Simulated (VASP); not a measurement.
Crystal: Sr2Br3.

```
Sr Br
1.0
     5.52848    0.00000    0.00000
     0.00000    5.52848    0.00000
     0.00000    0.00000    5.52848
Sr Br
2 3
Direct
  0.00000 0.00000 0.00000
  0.50000 0.50000 0.50000
  0.00000 0.50000 0.50000
  0.50000 0.00000 0.50000
  0.50000 0.50000 0.00000
```

| Item | Value |
| --- | --- |
| Program | VASP 6.6.1 |
| Task | relaxation of cell and atoms |
| Functional | PBE |
| Potentials or basis | VASP PAW PBE potentials, release 64 (Sr_sv, Br) |
| Cutoff | 600 eV |
| k mesh | 4 × 4 × 4 |
| Occupations | gaussian, width 0.1 eV |
| Spin | no spin polarisation |

At the start: pressure 7.3 GPa; volume 33.79 Å³/atom.

**Question.** Where does the relaxation end?

**Answer.** Over 3 steps the energy falls by 159.8 meV/atom and the volume is 42.62 Å³/atom (+26.1 %); space group Pm-3m (No. 221, to 0.05 Å).

The path:
| step | energy change (eV) | largest force (eV/Å) | pressure (GPa) | volume (Å³) |
| --- | --- | --- | --- | --- |
| 1 | 0.0000 | 0.0000 | 7.25 | 168.97 |
| 2 | -0.7956 | 0.0000 | 0.30 | 209.22 |
| 3 | -0.7988 | 0.0000 | -0.04 | 213.08 |

Final structure:
```
Sr Br
1.0
     5.97281    0.00000    0.00000
     0.00000    5.97281    0.00000
     0.00000    0.00000    5.97281
Sr Br
2 3
Direct
  0.00000 0.00000 0.00000
  0.50000 0.50000 0.50000
  0.00000 0.50000 0.50000
  0.50000 0.00000 0.50000
  0.50000 0.50000 0.00000
```

Caveat: the volume moved by over 15 % at a fixed basis, so the end points are rough; an odd number of electrons without spin polarisation forces a metal; a magnetic or distorted state may lie lower.
